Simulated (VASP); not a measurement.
# Hf2Pd2Se2Br2O3: single point with PBEsol

The system is Hf2Pd2Se2Br2O3.

```
CELL_PARAMETERS angstrom
3.67530 0.00000 0.00000
-1.83765 3.18291 0.00000
0.00000 0.00000 16.16401
ATOMIC_POSITIONS crystal
Hf 0.66667 0.33333 0.93131
Hf 0.33333 0.66667 0.06869
Pd 0.00000 0.00000 0.31470
Pd 0.00000 0.00000 0.68530
Se 0.33333 0.66667 0.23497
Se 0.66667 0.33333 0.76503
Br 0.66667 0.33333 0.41273
Br 0.33333 0.66667 0.58727
O 0.33333 0.66667 0.92344
O 0.66667 0.33333 0.07656
O 0.00000 0.00000 0.00000
```

```json
{"Program": "VASP 6.6.1", "Task": "single point", "Functional": "PBEsol", "Potentials or basis": "VASP PAW PBE potentials, release 64 (Hf_pv, Pd, Se, Br, O)", "Cutoff": "520 eV", "k mesh": "6 × 6 × 2", "Occupations": "fermi-dirac, width 0.05 eV", "Spin": "no spin polarisation"}
```

The pressure is -0.8 GPa, the largest force is 0.147 eV/Å and the band gap on the k mesh is zero (bands 42 and 43 overlap by 0.64 eV).

Forces in eV/Å, atoms in the order of the input:
```
Hf   0.000  0.000  0.147
Hf   0.000  0.000 -0.147
Pd   0.000  0.000  0.002
Pd   0.000  0.000 -0.002
Se   0.000  0.000 -0.030
Se   0.000  0.000  0.030
Br   0.000  0.000  0.006
Br   0.000  0.000 -0.006
O    0.000  0.000  0.065
O    0.000  0.000 -0.065
O    0.000  0.000  0.000
```

Stress tensor (GPa, compression positive):
```
-0.92  0.00  0.00
 0.00 -0.92  0.00
 0.00  0.00 -0.60
```

Levels at points of the mesh, in eV from the Fermi level:
| k point | band 38 | band 39 | band 40 | band 41 | band 42 | band 43 | band 44 | band 45 |
| --- | --- | --- | --- | --- | --- | --- | --- | --- |
| (0.00, 0.00, 0.00) | -1.76 | -1.55 | -1.55 | 0.07 | 0.07 | 0.89 | 0.89 | 1.50 |
| (0.50, 0.00, 0.00) | -2.53 | -2.20 | -2.17 | -0.14 | 0.13 | 0.17 | 0.56 | 0.84 |
| (0.00, 0.00, 0.50) | -1.74 | -1.58 | -1.58 | 0.12 | 0.12 | 0.82 | 0.82 | 1.54 |
| (0.50, 0.00, 0.50) | -2.53 | -2.19 | -2.17 | -0.03 | 0.07 | 0.28 | 0.36 | 0.84 |

It took 3.6 min on 1 thread of Intel(R) Xeon(R) Platinum 8488C (Sapphire Rapids), on a shared host, peak memory 0.39 GiB.

Caveat: the PAW data sets were made with another functional, which shifts forces and pressure a little; spin-orbit coupling is left out, which moves the levels of the heavy elements.
